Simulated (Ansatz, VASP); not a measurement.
PbO in VASP and in Ansatz

Contents of POSCAR:

```
PbO
1.0
    3.9900000000      0.0000000000      0.0000000000
    0.0000000000      3.9900000000      0.0000000000
    0.0000000000      0.0000000000      5.0100000000
Pb O
2 2
Direct
    0.5000000000      0.0000000000      0.7600000000
    0.0000000000      0.5000000000      0.2400000000
    0.5000000000      0.5000000000      0.0000000000
    0.0000000000      0.0000000000      0.0000000000
```

Contents of INCAR.step1:

```
SYSTEM = PbO
  PREC = Accurate
  ENCUT = 520
  EDIFF = 1E-5
  ISMEAR = -1
  SIGMA = 0.05
  LREAL = .False.
  LASPH = .True.
  NELM = 120
  ALGO = Normal
  ISIF = 2
  LWAVE = .True.
  NBANDS = 28
  GGA = PE
  GGA_COMPAT = .False.
```

File INCAR.step2:

```
SYSTEM = PbO
  PREC = Accurate
  ENCUT = 520
  EDIFF = 1E-6
  ISMEAR = -1
  SIGMA = 0.05
  LREAL = .False.
  LASPH = .True.
  NELM = 120
  ALGO = Normal
  ISIF = 2
  LWAVE = .False.
  LCHARG = .True.
  GGA = PE
  LHFCALC = .True.
  HFSCREEN = 0.2079
  PRECFOCK = Normal
  LELF = .True.
  LVHAR = .True.
  NBANDS = 28
  ISTART = 1
  GGA_COMPAT = .False.
```

The input KPOINTS:

```
regular mesh
0
Gamma
  4 4 3
  0 0 0
```

input.yaml

```yaml
crystal:
  lattice:
    - [3.99, 0.0, 0.0]
    - [0.0, 3.99, 0.0]
    - [0.0, 0.0, 5.01]
  atoms:
    - { symbol: Pb, position: [0.5, 0.0, 0.76] }
    - { symbol: Pb, position: [0.0, 0.5, 0.24] }
    - { symbol: O, position: [0.5, 0.5, 0.0] }
    - { symbol: O, position: [0.0, 0.0, 0.0] }
hamiltonian:
  xc: hse06
  pseudopotentials: { kind: paw }
kpoints:
  mp_grid: { grid: [4, 4, 3] }
  band_path:
    path:
      - [[0.0, 0.0, 0.0], [0.0, 0.5, 0.0], [0.5, 0.5, 0.0], [0.0, 0.0, 0.0], [0.0, 0.0, 0.5], [0.0, 0.5, 0.5], [0.5, 0.5, 0.5], [0.0, 0.0, 0.5]]
      - [[0.0, 0.5, 0.0], [0.0, 0.5, 0.5]]
      - [[0.5, 0.5, 0.0], [0.5, 0.5, 0.5]]
    npoints: 4
scf:
  occupations: { method: fermi_dirac, width: 0.05 }
  n_extra_bands: 10
output:
  forces: true
  stress: true
  eigenvalues: true
  fatbands: false
  write_density: true
  write_potential: true
  elf: true
  volumetric_format: npy
```

Alike in both runs: functional HSE06; k mesh 4 × 4 × 3; occupations fermi-dirac, width 0.05 eV; no spin polarisation.

|  | VASP | Ansatz |
| --- | --- | --- |
| version | VASP 6.6.1 | Ansatz 0.2.0 |
| potentials or method | VASP PAW PBE potentials, release 64 (Pb_d, O) | Ansatz PAW |
| plane-wave cutoff (eV) | 520 | 420 |
| valence electrons in the cell | 40 | 40 |
| task | single point | band structure |

```tsv
	VASP	Ansatz	Ansatz less VASP
gap on the k mesh at the Fermi level (eV)	1.81	1.81	-0.007
least direct gap on the mesh (eV)	3.21	3.21	-0.004
pressure (GPa)	-0.7	-0.9	-0.13
traceless stress, the component that is largest in VASP (GPa)	-0.13	-0.11	+0.018
rms of the force components (eV/Å)	0.240	0.264	+0.0242
```

Atom by atom the forces differ by 0.024 eV/Å (rms over components). With one functional, cell and mesh, what is left measures potentials, basis and numerics.

Spin-orbit coupling is off throughout.
